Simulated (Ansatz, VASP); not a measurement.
## K3HF4 in VASP and in Ansatz

```
K H F
1.0
     3.40967    0.00000    0.00317
     0.00000    3.60349    0.00000
    -0.11648    0.00000   11.50248
K H F
3 1 4
Direct
  0.99620 0.50000 0.69836
  0.00476 0.50000 0.26764
  0.00188 0.00000 0.97955
  0.49682 0.00000 0.50116
  0.50649 0.00000 0.15690
  0.50009 0.00000 0.40904
  0.50020 0.50000 0.87620
  0.49356 0.00000 0.61115
```

Change from the starting cell: the structure that the rattled cell fell into.

Alike in both runs: functional PBE; k mesh 8 × 6 × 2; occupations gaussian, width 0.02 eV; no spin polarisation.

Ansatz relaxed the structure, and its values are those at the end. VASP's run is a single point on that final structure, the one shown.

```csv
,VASP,Ansatz
version,VASP 6.6.1,Ansatz 0.2.0
potentials or method,"VASP PAW PBE potentials, release 64 (K_sv, H, F), cutoff 520 eV","scalar-relativistic, plane waves, PAW"
valence electrons in the cell,56,56
```

|  | VASP | Ansatz | Ansatz less VASP |
| --- | --- | --- | --- |
| gap on the k mesh at the Fermi level (eV) | 5.37 | 5.40 | +0.028 |
| least direct gap on the mesh (eV) | 5.37 | 5.40 | +0.028 |
| pressure (GPa) | 0.0 | 0.0 | +0.01 |
| rms of the force components (eV/Å) | 0.036 | 0.002 | -0.0336 |
